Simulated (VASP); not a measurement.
Wanted: the native input for a VASP 6.6.1 run.

* Task: single point
* Functional: PBE
* Potentials or basis: VASP PAW PBE potentials, release 64 (Sr_sv, V_sv)
* Cutoff: 520 eV
* k mesh: 6 × 6 × 4
* Occupations: gaussian, width 0.1 eV
* Spin: collinear spin, ferromagnetic start
* Starting moments: [0.0, 0.0, 2.0] μB
* Dipole correction: no
* Further INCAR settings: ALGO = Normal; EDIFF = 1e-07; NBANDS = 28

The structure of Sr2V lies in POSCAR:

```
Sr2V
1.0
    3.7564705900      0.0000000000      0.0000000000
   -1.8782352900      3.2531989600      0.0000000000
    0.0000000000      0.0000000000      6.7578613600
Sr V
2 1
Direct
    0.3333333300      0.6666666700      0.2786120000
    0.6666666700      0.3333333300      0.7213880000
    0.0000000000      0.0000000000      0.5000000000
```

The cell was generated, and may not be a known phase.

The input as run:

INCAR

```
  PREC = Accurate
  ENCUT = 520
  EDIFF = 1E-7
  ISMEAR = 0
  SIGMA = 0.1
  LREAL = F
  LASPH = T
  NELM = 150
  ALGO = Normal
  ISIF = 2
  LWAVE = F
  LCHARG = F
  ISPIN = 2
  MAGMOM = 0 0 2
  LORBIT = 11
  LMAXMIX = 4
  GGA = PE
  NBANDS = 28
```

KPOINTS

```
Automatic mesh
0
Gamma
  6 6 4
```

Potentials or basis: VASP PAW PBE potentials, release 64 (Sr_sv, V_sv).

Command:

```sh
$ cat potpaw_PBE.64/Sr_sv/POTCAR potpaw_PBE.64/V_sv/POTCAR > POTCAR
$ mpirun -np 1 vasp_std > vasp.out
```

Results of the run:

- Pressure: 19.2 GPa
- Largest force: 3.956 eV/Å
- Band gap on the k mesh: zero (filled and empty bands overlap)
- Net moment: 3.01 μB per cell
- Site moments: Sr +0.14; V +2.50 μB
- Valence electrons inside the program's atomic spheres: Sr 8.28; V 11.86

Caveat: the cell stands under pressure; forces of over 1 eV/Å act on the atoms, so gaps and moduli don't describe the material at rest.

Wall time 61 s on 1 thread of Intel(R) Xeon(R) 6975P-C (Granite Rapids), on a shared host, peak memory 0.27 GiB.
